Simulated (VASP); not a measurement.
A run of VASP 6.6.1 is set up as follows.

INCAR

```
SYSTEM = Ta4Ga
  ALGO = Fast
  EDIFF = 1E-6
  ENCUT = 520
  GGA = PE
  ISIF = 2
  ISMEAR = 0
  LASPH = .TRUE.
  LCHARG = .FALSE.
  LREAL = .FALSE.
  LWAVE = .FALSE.
  NBANDS = 36
  NELM = 100
  PREC = Accurate
  SIGMA = 0.1
```

The input KPOINTS:

```
k-points
0
G
  6 6 4
  0 0 0
```

The input POSCAR:

```
Ta4Ga
1.0
    4.6500013327      0.0000000000      0.0000000000
   -2.3250006664      4.0270192818      0.0000000000
    0.0000000000      0.0000000000      8.0104637642
Ta Ga
4 1
Direct
    0.3333333333      0.6666666667      0.5000000000
    0.0000000000      0.0000000000      0.3444206918
    0.0000000000      0.0000000000      0.6555793082
    0.6666666667      0.3333333333      0.5000000000
    0.0000000000      0.0000000000      0.0000000000
```

Potentials or basis: VASP PAW PBE potentials, release 64 (Ta_pv, Ga_d).

Run with:

```sh
$ cat potpaw_PBE.64/Ta_pv/POTCAR potpaw_PBE.64/Ga_d/POTCAR > POTCAR
$ mpirun -np 1 vasp_std > vasp.out
```

**Question.** Predict the band gap on the k mesh.

**Answer.** Zero (an odd number of electrons rules out a gap without spin polarisation).

**Question.** What does it give for the pressure?

**Answer.** 0.1 GPa.

**Question.** What does it give for the largest force?

**Answer.** 0.031 eV/Å.

Forces in eV/Å, atoms in the order of the input:
```
Ta   0.000  0.000  0.000
Ta   0.000  0.000 -0.031
Ta   0.000  0.000  0.031
Ta   0.000  0.000  0.000
Ga   0.000  0.000  0.000
```

Caveat: spin-orbit coupling is left out, which moves the levels of the heavy elements.
